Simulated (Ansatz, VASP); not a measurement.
**Two plane-wave programs on CdSe**

The input INCAR:

```
ALGO = Normal
EDIFF = 1E-7
EDIFFG = -0.01
ENCUT = 500
GGA = PE
GGA_COMPAT = False
IBRION = 2
ISIF = 3
ISMEAR = 0
LASPH = True
LCHARG = False
LREAL = False
LWAVE = False
NELM = 120
NELMIN = 4
NSW = 100
PREC = Accurate
SIGMA = 0.02
```

KPOINTS

```
k-points
0
Gamma
  6 6 6
```

Contents of POSCAR:

```
CdSe
1.0
   -4.2356062823      4.2356062823      4.2356062823
    4.2356062823     -4.2356062823      4.2356062823
    4.2356062823      4.2356062823     -4.2356062823
Cd Se
4 4
Direct
    0.3180547206      0.3180547206      0.3180547206
    0.0000000000      0.0000000000      0.6819452794
    0.0000000000      0.6819452794      0.0000000000
    0.6819452794      0.0000000000      0.0000000000
    0.6729878782      0.6729878782      0.6729878782
    0.0000000000      0.0000000000      0.3270121218
    0.0000000000      0.3270121218      0.0000000000
    0.3270121218      0.0000000000      0.0000000000
```

Input for Ansatz:

```yaml
crystal:
  lattice:
    - [-4.2356062823, 4.2356062823, 4.2356062823]
    - [4.2356062823, -4.2356062823, 4.2356062823]
    - [4.2356062823, 4.2356062823, -4.2356062823]
  atoms:
    - { symbol: Cd, position: [0.3180547206, 0.3180547206, 0.3180547206] }
    - { symbol: Cd, position: [0.0, 0.0, 0.6819452794] }
    - { symbol: Cd, position: [0.0, 0.6819452794, 0.0] }
    - { symbol: Cd, position: [0.6819452794, 0.0, 0.0] }
    - { symbol: Se, position: [0.6729878782, 0.6729878782, 0.6729878782] }
    - { symbol: Se, position: [0.0, 0.0, 0.3270121218] }
    - { symbol: Se, position: [0.0, 0.3270121218, 0.0] }
    - { symbol: Se, position: [0.3270121218, 0.0, 0.0] }
basis:
  ecutwfc: 420
kpoints:
  mp_grid: { grid: [6, 6, 6] }
hamiltonian:
  xc: pbe
scf:
  occupations: { method: gaussian, width: 0.02 }
output:
  forces: true
  stress: true
  eigenvalues: true
  write_density: true
  write_potential: true
  elf: true
  volumetric_format: npy
relax:
  adjacent_minimum: "off"
  f_tol: 0.01
  max_steps: 80
  cell: { stress_tol: 0.05 }
```

Alike in both runs: task relaxation of cell and atoms; functional PBE; k mesh 6 × 6 × 6; occupations gaussian, width 0.02 eV; no spin polarisation.

|  | VASP | Ansatz |
| --- | --- | --- |
| version | VASP 6.6.1 | Ansatz 0.2.0 |
| potentials or method | VASP PAW PBE potentials, release 64 (Cd, Se), cutoff 500 eV | scalar-relativistic, plane waves, PAW |
| valence electrons in the cell | 72 | 144 |

|  | VASP | Ansatz | Ansatz less VASP |
| --- | --- | --- | --- |
| gap on the k mesh at the Fermi level, each at its own relaxed structure (eV) | 0.89 | 0.92 | +0.026 |
| relaxed volume (Å³/atom) | 38.11 | 37.84 | -0.271 |
| relaxed length of the cell vector where the two differ most in proportion (Å) | 7.344 | 7.327 | -0.0175 |

VASP's potentials hold 72 valence electrons a cell and Ansatz's 144, so a difference there can come from the potentials and not from the codes.
